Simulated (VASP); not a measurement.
## TiO: single point with r2SCAN

The system is TiO.

```xyz
2
Lattice="2.7732 0.0000 0.0000 -1.3866 2.4017 0.0000 0.0000 0.0000 2.7942" Properties=species:S:1:pos:R:3 pbc="T T T"
Ti    1.3866    0.8006    0.0000
O     0.0000    0.0000    1.3971
```

* Program: VASP 6.6.1
* Task: single point
* Functional: r2SCAN
* Potentials or basis: VASP PAW PBE potentials, release 64 (Ti_sv, O)
* Cutoff: 520 eV
* k mesh: 18 × 18 × 14
* Occupations: gaussian, width 0.1 eV
* Spin: no spin polarisation

```json
{
  "Pressure": "10.3 GPa",
  "Band gap on the k mesh": "zero (bands 9 and 10 overlap by 0.03 eV)"
}
```

Stress tensor (GPa, compression positive):
```
10.04  0.00  0.00
 0.00 10.04  0.00
 0.00  0.00 10.71
```

Levels at points of the mesh, in eV from the Fermi level:
```tsv
k point	band 5	band 6	band 7	band 8	band 9	band 10	band 11	band 12	band 13	band 14
(0.00, 0.00, 0.00)	-23.54	-6.19	-6.19	-5.98	-3.26	1.77	1.77	2.20	2.45	2.45
(0.50, 0.00, 0.00)	-22.16	-9.65	-7.13	-5.92	-2.72	1.91	2.13	3.13	3.18	7.07
(0.00, 0.00, 0.50)	-22.18	-9.96	-5.81	-5.81	0.01	0.01	0.64	2.24	2.24	7.89
(0.50, 0.00, 0.50)	-22.36	-8.62	-8.53	-7.21	-0.96	2.14	3.11	3.16	3.99	9.14
```

It took 3.6 min on 1 thread of Intel(R) Xeon(R) Platinum 8375C CPU @ 2.90GHz (Ice Lake), with other jobs on the host, peak memory 0.21 GiB.

Caveat: the cell stands under pressure; the PAW data sets were made with another functional, which shifts forces and pressure a little; semilocal functionals often make such compounds metallic where correlation or magnetic order opens a gap, which also shifts bond lengths.
